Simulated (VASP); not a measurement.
Wanted: the native input for a VASP 6.6.1 run.

```yaml
Task: single point
Functional: PBE
Potentials_or_basis: VASP PAW PBE potentials, release 64 (Ir, O)
Cutoff: 520 eV
k_mesh: 10 × 10 × 1
Occupations: gaussian, width 0.1 eV
Spin: no spin polarisation
Dipole_correction: yes
Further_INCAR_settings: ALGO = Normal; EDIFF = 1e-06; NBANDS = 24
```

The structure of Ir3O lies in POSCAR:

```
Ir3O
1.0
    2.7367600872      0.0000000000      0.0000000000
    0.0000000000      2.7367600872      0.0000000000
    0.0000000000      0.0000000000     19.1883373425
Ir O
3 1
Direct
    0.5000000000      0.5000000000      0.2084599582
    0.0000000000      0.0000000000      0.3045662601
    0.5000000000      0.5000000000      0.4006776202
    0.8333333333      1.0000000000      0.4633230257
```

The input as run:

INCAR

```
  PREC = Accurate
  ENCUT = 520
  EDIFF = 1E-6
  ISMEAR = 0
  SIGMA = 0.1
  LREAL = F
  LASPH = T
  NELM = 80
  ALGO = Normal
  ISIF = 2
  LWAVE = F
  LCHARG = F
  LDIPOL = T
  IDIPOL = 3
  DIPOL = 0.5 0.5 0.344
  GGA = PE
  NBANDS = 24
```

KPOINTS

```
regular mesh
0
Gamma
  10 10 1
```

Potentials or basis: VASP PAW PBE potentials, release 64 (Ir, O).

Command:

```console
$ cat potpaw_PBE.64/Ir/POTCAR potpaw_PBE.64/O/POTCAR > POTCAR
$ mpirun -np 1 vasp_std > vasp.out
```

Results of the run:

The largest force is 1.694 eV/Å. The band gap on the k mesh is zero (an odd number of electrons rules out a gap without spin polarisation).

Caveat: spin-orbit coupling is left out, which moves the levels of the heavy elements; an odd number of electrons without spin polarisation forces a metal; a magnetic or distorted state may lie lower.

Wall time 4.7 min on 1 thread of Intel Xeon 8259CL (shared host), peak memory 0.3 GiB.
